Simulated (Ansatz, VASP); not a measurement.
BN: VASP beside Ansatz

```
CELL_PARAMETERS angstrom
2.55394 0.02235 0.00000
-1.25762 2.20060 0.00000
0.00000 0.00000 4.22685
ATOMIC_POSITIONS crystal
B 0.66667 0.33333 0.99972
B 0.33333 0.66667 0.49972
N 0.66667 0.33333 0.62528
N 0.33333 0.66667 0.12528
```

Change from the starting cell: strain +0.0175 x Voigt [0, 0, 0, 0, 0, 1], atoms carried along.

Alike in both runs: task single point; functional r2SCAN; k mesh 12 × 12 × 6; occupations gaussian, width 0.05 eV; no spin polarisation.

```csv
,VASP,Ansatz
version,VASP 6.6.1,Ansatz 0.2.0
potentials or method,"VASP PAW PBE potentials, release 64 (B, N), cutoff 520 eV","scalar-relativistic, plane waves, PAW"
valence electrons in the cell,16,16
```

VASP gave:

| Item | Value |
| --- | --- |
| gap on the k mesh at the Fermi level (eV) | 5.67 |
| least direct gap on the mesh (eV) | 8.78 |
| pressure (GPa) | -3.6 |
| traceless stress, the component that is largest in VASP (GPa) | -7.37 |
| rms of the force components (eV/Å) | 0.031 |

Problem. Which values does Ansatz return?

Solution. gap on the k mesh at the Fermi level (eV): 5.70; least direct gap on the mesh (eV): 8.82; pressure (GPa): -4.6; traceless stress, the component that is largest in VASP (GPa): -7.34; rms of the force components (eV/Å): 0.030.

VASP's potentials were made for PBE, not for r2SCAN. Atom by atom the forces differ by 0.003 eV/Å (rms over components).
